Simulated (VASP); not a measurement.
# Cs: single point with PBEsol

Crystal: Cs.

```
Cs
1.0
     5.36840    0.00000    0.00000
    -2.68420    4.64917    0.00000
     0.00000    0.00000    8.77340
Cs
2
Direct
  0.33333 0.66667 0.25000
  0.66667 0.33333 0.75000
```

This isn't the form of Cs at room conditions, which is bcc.

```json
{"Program": "VASP 6.6.1", "Task": "single point", "Functional": "PBEsol", "Potentials or basis": "VASP PAW PBE potentials, release 64 (Cs_sv)", "Cutoff": "520 eV", "k mesh": "12 × 12 × 6", "Occupations": "gaussian, width 0.1 eV", "Spin": "no spin polarisation", "Dipole correction": "no", "Further INCAR settings": "ALGO = Fast; EDIFF = 1e-06; NBANDS = 16"}
```

| Item | Value |
| --- | --- |
| Pressure | 0.0 GPa |
| Band gap on the k mesh | zero (bands 9 and 10 overlap by 1.89 eV) |

Levels at points of the mesh, in eV from the Fermi level:
| k point | band 7 | band 8 | band 9 | band 10 | band 11 | band 12 |
| --- | --- | --- | --- | --- | --- | --- |
| (0.00, 0.00, 0.00) | -10.51 | -10.51 | -1.73 | -0.05 | 0.82 | 2.43 |
| (0.50, 0.00, 0.00) | -10.55 | -10.54 | -0.01 | 0.36 | 0.77 | 0.98 |
| (0.00, 0.00, 0.50) | -10.53 | -10.53 | -1.09 | -1.09 | 1.66 | 1.66 |
| (0.50, 0.00, 0.50) | -10.56 | -10.56 | 0.16 | 0.16 | 0.97 | 0.97 |

Run time: 3.8 min on 1 thread of Oxide Virtual Turin-like Processor, on a shared host, peak memory 0.41 GiB.

Caveat: the PAW data sets were made with another functional, which shifts forces and pressure a little; spin-orbit coupling is left out, which moves the levels of the heavy elements.
